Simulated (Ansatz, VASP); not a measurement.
**Rh in VASP and in Ansatz**

Contents of INCAR:

```
PREC = Accurate
ENCUT = 520
EDIFF = 1E-7
ISMEAR = 0
SIGMA = 0.15
LREAL = False
LASPH = True
NELM = 100
ALGO = Fast
ISIF = 2
LWAVE = False
LCHARG = False
NBANDS = 38
```

KPOINTS

```
regular mesh
0
Gamma
  18 18 6
```

File POSCAR:

```
Rh
1.0
    2.4137201543      0.0000000000      0.0000000000
   -1.2068600771      2.4277066301      0.0000000000
    0.0000000000      0.0000000000      8.9849559882
Rh
4
Direct
    0.0000000000      0.0000000000      0.0000000000
    0.3333333333      0.6666666667      0.2500000000
    0.0000000000      0.0000000000      0.5000000000
    0.6666666667      0.3333333333      0.7500000000
```

Input for Ansatz:

```yaml
crystal:
  lattice:
    - [2.4137201543, 0.0, 0.0]
    - [-1.2068600771, 2.4277066301, 0.0]
    - [0.0, 0.0, 8.9849559882]
  atoms:
    - { symbol: Rh, position: [0.0, 0.0, 0.0] }
    - { symbol: Rh, position: [0.3333333333, 0.6666666667, 0.25] }
    - { symbol: Rh, position: [0.0, 0.0, 0.5] }
    - { symbol: Rh, position: [0.6666666667, 0.3333333333, 0.75] }
basis:
  ecutwfc: 420
kpoints:
  mp_grid: { grid: [18, 18, 6] }
hamiltonian:
  xc: lda
  pseudopotentials: { kind: paw, azcp: { folder: soft_1 } }
scf:
  occupations: { method: gaussian, width: 0.15 }
output:
  forces: true
  stress: true
  eigenvalues: true
```

Change from the starting cell: strain +e along x and -e along y -0.0733, strain +e along z and -e/2 along x and y +0.0367.

Alike in both runs: task single point; functional LDA; k mesh 18 × 18 × 6; occupations gaussian, width 0.15 eV; no spin polarisation.

|  | VASP | Ansatz |
| --- | --- | --- |
| version | VASP 6.6.1 | Ansatz 0.2.0 |
| potentials or method | VASP PAW LDA potentials, release 64 (Rh_pv), cutoff 520 eV | scalar-relativistic, plane waves, PAW |
| valence electrons in the cell | 60 | 68 |

```tsv
	VASP	Ansatz	Ansatz less VASP
gap on the k mesh at the Fermi level (eV)	none	none	-
pressure (GPa)	11.2	10.3	-0.94
traceless stress, the component that is largest in VASP (GPa)	45.61	45.39	-0.223
rms of the force components (eV/Å)	0.109	0.107	-0.0025
```

Ansatz warns that its potentials were made for another functional, while VASP's fit it. LDA's correlation is that of Perdew and Zunger in VASP and of Perdew and Wang (1992) in Ansatz. Atom by atom the forces differ by 0.003 eV/Å (rms over components). A gap of «none» marks a metal or a gap that the smearing closes. VASP's potentials hold 60 valence electrons a cell and Ansatz's 68, so a difference there can come from the potentials and not from the codes.
